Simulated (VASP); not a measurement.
Write the native input for VASP 6.6.1 that does the following.

- Task: single point
- Functional: PBEsol
- Potentials or basis: VASP PAW PBE potentials, release 64 (Al, Ga_d, N)
- Cutoff: 520 eV
- k mesh: 6 × 6 × 6
- Occupations: gaussian, width 0.02 eV
- Spin: no spin polarisation
- Dipole correction: no
- Further INCAR settings: ALGO = Normal; EDIFF = 1e-06; NBANDS = 41

The structure of AlGa3N4 lies in POSCAR:

```
AlGa3N4
1.0
    4.5552507073      0.0000000000      0.0000000000
    0.0000000000      4.5552507073      0.0000000000
    0.0000000000      0.0000000000      4.5552507073
Al Ga N
1 3 4
Direct
    0.0000000000      0.0000000000      0.0000000000
    0.5000000000      0.5000000000      0.0000000000
    0.5000000000      0.0000000000      0.5000000000
    0.0000000000      0.5000000000      0.5000000000
    0.7550309220      0.7550309220      0.2449690780
    0.7550309220      0.2449690780      0.7550309220
    0.2449690780      0.7550309220      0.7550309220
    0.2449690780      0.2449690780      0.2449690780
```

One way to write it, as run:

INCAR

```
SYSTEM = AlGa3N4
PREC = Accurate
ENCUT = 520
EDIFF = 1E-6
ISMEAR = 0
SIGMA = 0.02
LREAL = .FALSE.
LASPH = .TRUE.
NELM = 100
ALGO = Normal
ISIF = 2
LWAVE = .FALSE.
LCHARG = .FALSE.
GGA = PS
NBANDS = 41
```

KPOINTS

```
Automatic mesh
0
G
  6 6 6
  0 0 0
```

Potentials or basis: VASP PAW PBE potentials, release 64 (Al, Ga_d, N).

Command:

```bash
$ cat potpaw_PBE.64/Al/POTCAR potpaw_PBE.64/Ga_d/POTCAR potpaw_PBE.64/N/POTCAR > POTCAR
$ mpirun -np 1 vasp_std > vasp.out
```

Results of the run:

```yaml
Pressure: -10.0 GPa
Largest_force: 0.006 eV/Å
Band_gap_on_the_k_mesh: 1.91 eV
```

Caveat: the cell stands under tension; the PAW data sets were made with another functional, which shifts forces and pressure a little.

Run time: 47 s on 1 thread of Intel(R) Xeon(R) 6975P-C (Granite Rapids) (shared host), peak memory 0.23 GiB.
